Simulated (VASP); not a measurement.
Input of a VASP 6.6.1 run:

File INCAR:

```
  PREC = Accurate
  ENCUT = 750
  EDIFF = 1E-7
  ISMEAR = 0
  SIGMA = 0.02
  LREAL = False
  LASPH = True
  NELM = 120
  ALGO = Normal
  ISIF = 3
  LWAVE = False
  LCHARG = False
  GGA = PS
  IBRION = 2
  NSW = 100
  EDIFFG = -0.005
  GGA_COMPAT = False
  NELMIN = 4
```

File KPOINTS:

```
regular mesh
0
Gamma
  8 8 8
```

File POSCAR:

```
Li2Se
1.0
    0.0000000000      3.0025000000      3.0025000000
    3.0025000000      0.0000000000      3.0025000000
    3.0025000000      3.0025000000      0.0000000000
Li Se
2 1
Direct
    0.2500000000      0.2500000000      0.2500000000
    0.7500000000      0.7500000000      0.7500000000
    0.0000000000      0.0000000000      0.0000000000
```

Potentials or basis: VASP PAW PBE potentials, release 64 (Li_sv, Se).

Run with:

```sh
$ cat potpaw_PBE.64/Li_sv/POTCAR potpaw_PBE.64/Se/POTCAR > POTCAR
$ mpirun -np 1 vasp_std > vasp.out
```

Task: Predict the relaxed volume.

Result: 17.52 Å³/atom.

Task: Predict the relaxed cell.

Result: a = 4.205 Å, b = 4.205 Å, c = 4.205 Å, α = 60.00°, β = 60.00°, γ = 60.00°.

Task: Predict the band gap on the k mesh.

Result: 2.81 eV (least direct gap 3.36 eV).

Task: Predict the space group after relaxing (to 0.1 Å).

Result: Fm-3m (No. 225).

The path:
```tsv
step	energy change (eV)	largest force (eV/Å)	pressure (GPa)	volume (Å³)
1	0.0000	0.0000	-1.00	54.14
2	-0.0040	0.0000	-0.46	53.26
3	-0.0050	0.0000	-0.01	52.57
```

Caveat: the PAW data sets were made with another functional, which shifts forces and pressure a little. A k mesh can miss the band edges.
